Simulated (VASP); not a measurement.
A run of VASP 6.6.1:

The input INCAR:

```
SYSTEM = N
PREC = Accurate
ENCUT = 520
EDIFF = 1E-6
ISMEAR = 0
SIGMA = 0.02
LREAL = .FALSE.
LASPH = .TRUE.
NELM = 60
ALGO = Normal
ISIF = 2
LWAVE = .FALSE.
LCHARG = .FALSE.
GGA = PE
IVDW = 12
NBANDS = 30
```

File KPOINTS:

```
Automatic mesh
0
G
  8 4 4
  0 0 0
```

File POSCAR:

```
N
1.0
   -1.9109442014     -3.3098524472      0.0000000000
   -5.7328326042      3.3098524472      0.0000000000
    0.0000000000      0.0000000000     -7.4228176037
N
8
Direct
    0.0000000000      0.6666666667      0.6757618192
    0.5000000000      0.1666666667      0.6757618192
    0.0000000000      0.6666666667      0.8242381808
    0.5000000000      0.1666666667      0.8242381808
    0.0000000000      0.3333333333      0.1757618192
    0.5000000000      0.8333333333      0.1757618192
    0.0000000000      0.3333333333      0.3242381808
    0.5000000000      0.8333333333      0.3242381808
```

Potentials or basis: VASP PAW PBE potentials, release 64 (N).

The run is started by

```sh
$ cat potpaw_PBE.64/N/POTCAR > POTCAR
$ mpirun -np 1 vasp_std > vasp.out
```

Hardware: 1 thread of Intel(R) Xeon(R) 6975P-C (Granite Rapids) (shared host).

**Question.** Estimate the wall time of this run.

**Answer.** Wall time 99 s on 1 thread of Intel(R) Xeon(R) 6975P-C (Granite Rapids), on a shared host, peak memory 0.36 GiB. Counts: scf iterations 13, k points 45.
